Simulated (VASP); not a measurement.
# Hf8CO16 (a cell with a defect): single point with HSE06

System: Hf8CO16 (a cell with a defect).

```xyz
25
Lattice="-0.8929 5.2125 5.2776 4.2687 0.0000 5.2726 5.1616 5.2125 -0.0050" Properties=species:S:1:pos:R:3 pbc="T T T"
Hf    0.7463    2.3358    3.7630
Hf    5.1314    7.6381    9.0357
Hf    8.2101    4.9579    4.1211
Hf    2.8970    5.0986    4.2210
Hf    3.4034    2.8217    1.4885
Hf    7.8132    7.9899    6.6869
Hf    5.4500    5.4712    6.4283
Hf    0.3168    5.3759    6.4091
O     6.6893    3.8906    5.1427
O     1.4083    3.8759    5.1295
O     2.4005    1.2664    2.7692
O     6.6504    6.4595    8.0290
O     6.9678    6.5249    5.3969
O     1.9024    6.5683    5.4010
O     1.8785    3.9329    2.5086
O     6.1500    9.1427    7.7732
O     0.0572    1.6697    1.8794
O     4.3226    7.0819    7.0613
O     4.6008    4.4093    0.9270
O     3.6195    4.5725    6.2775
O     4.1198    3.3871    3.6598
O     8.4198    8.5555    8.8014
O     4.7472    5.9383    4.4289
O     3.9445    5.8889    9.5932
C     4.1786    2.7509    4.8983
```

```
Program                            : VASP 6.6.1
Task                               : single point
Functional                         : HSE06
Potentials or basis                : VASP PAW PBE potentials, release 64 (Hf_pv, O, C)
Cutoff                             : 520 eV
k mesh                             : 1 × 1 × 1, shifted
Occupations                        : fermi-dirac, width 0.01 eV
Spin                               : no spin polarisation
Dipole correction                  : no
Grid for exact exchange (PRECFOCK) : Fast
Further INCAR settings             : ALGO = Normal; EDIFF = 1e-06; NBANDS = 108
Share of exact exchange            : 0.25
Screening parameter                : 0.2079 1/Å
```

The pressure is -7.5 GPa and the largest force is 0.459 eV/Å. The band gap on the k mesh is 3.43 eV.

Forces on the atoms (eV/Å):
```
Hf  -0.272 -0.169 -0.059
Hf  -0.255 -0.028 -0.017
Hf   0.358 -0.138  0.173
Hf   0.077  0.071  0.246
Hf   0.183  0.006 -0.086
Hf   0.214  0.096  0.016
Hf  -0.244  0.156 -0.197
Hf  -0.249 -0.044 -0.223
O    0.132 -0.084 -0.111
O    0.188  0.027 -0.014
O   -0.188  0.018 -0.014
O   -0.284 -0.104  0.131
O   -0.144  0.060  0.083
O   -0.031  0.047  0.001
O    0.267  0.041 -0.025
O    0.094  0.106  0.032
O    0.112  0.093  0.184
O   -0.019  0.040  0.163
O    0.053 -0.156 -0.026
O    0.265 -0.318 -0.197
O    0.016 -0.237  0.180
O    0.010 -0.005 -0.109
O   -0.126  0.183  0.092
O   -0.244  0.192  0.100
C    0.088  0.146 -0.323
```

Stress tensor (GPa, compression positive):
```
 -7.03  -1.43   2.25
 -1.43  -3.85  -1.50
  2.25  -1.50 -11.64
```

Levels at points of the mesh, in eV from the valence-band top:
| k point | band 87 | band 88 | band 89 | band 90 | band 91 | band 92 | band 93 | band 94 |
| --- | --- | --- | --- | --- | --- | --- | --- | --- |
| (0.25, 0.25, 0.25) | -2.52 | -2.23 | -1.81 | 0.00 | 3.43 | 4.17 | 4.31 | 4.46 |

It took 29 min on 1 thread of Intel(R) Xeon(R) Platinum 8559C (Emerald Rapids), with other jobs on the host, peak memory 0.61 GiB.

Caveat: the k points lie up to 0.55 Å⁻¹ apart; the PAW data sets were made with another functional, which shifts forces and pressure a little; spin-orbit coupling is left out, which moves the levels of the heavy elements.
